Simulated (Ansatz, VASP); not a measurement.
# TiAl: VASP beside Ansatz

The input INCAR:

```
PREC = Accurate
ENCUT = 600
EDIFF = 1E-7
ISMEAR = 0
SIGMA = 0.1
LREAL = F
LASPH = T
NELM = 60
ALGO = Fast
ISIF = 3
LWAVE = F
LCHARG = F
GGA = PE
IBRION = 2
NSW = 100
EDIFFG = -0.002
```

The input KPOINTS:

```
Automatic mesh
0
Gamma
  14 14 10
```

Contents of POSCAR:

```
TiAl
1.0
    2.8107518100      0.0000000000      0.0000000000
    0.0000000000      2.8107518100      0.0000000000
    0.0000000000      0.0000000000      4.0664219200
Ti Al
1 1
Direct
    0.5000000000      0.5000000000      0.5000000000
    0.0000000000      0.0000000000      0.0000000000
```

Input for Ansatz:

```yaml
crystal:
  lattice:
    - [2.81075181, 0.0, 0.0]
    - [0.0, 2.81075181, 0.0]
    - [0.0, 0.0, 4.06642192]
  atoms:
    - { symbol: Ti, position: [0.5, 0.5, 0.5] }
    - { symbol: Al, position: [0.0, 0.0, 0.0] }
basis:
  ecutwfc: 420
kpoints:
  mp_grid: { grid: [14, 14, 10] }
hamiltonian:
  xc: pbe
  pseudopotentials: { kind: paw, azcp: { folder: soft_1 } }
scf:
  occupations: { method: gaussian, width: 0.1 }
output:
  forces: true
  stress: true
  eigenvalues: true
  write_density: true
  write_potential: true
  elf: true
  volumetric_format: npy
relax:
  adjacent_minimum: "off"
  f_tol: 0.002
  max_steps: 80
  cell: { stress_tol: 0.02 }
```

Alike in both runs: task relaxation of cell and atoms; functional PBE; k mesh 14 × 14 × 10; occupations gaussian, width 0.1 eV; no spin polarisation.

|  | VASP | Ansatz |
| --- | --- | --- |
| version | VASP 6.6.1 | Ansatz 0.2.0 |
| potentials or method | VASP PAW PBE potentials, release 64 (Ti_sv, Al), cutoff 600 eV | scalar-relativistic, plane waves, PAW |
| valence electrons in the cell | 15 | 15 |

|  | VASP | Ansatz | Ansatz less VASP |
| --- | --- | --- | --- |
| gap on the k mesh at the Fermi level, each at its own relaxed structure (eV) | none | none | - |
| relaxed volume (Å³/atom) | 16.23 | 16.23 | +0.005 |
| relaxed cell length with the largest relative difference (Å) | 2.821 | 2.822 | +0.0004 |

A gap of «none» marks a metal or a gap that the smearing closes.
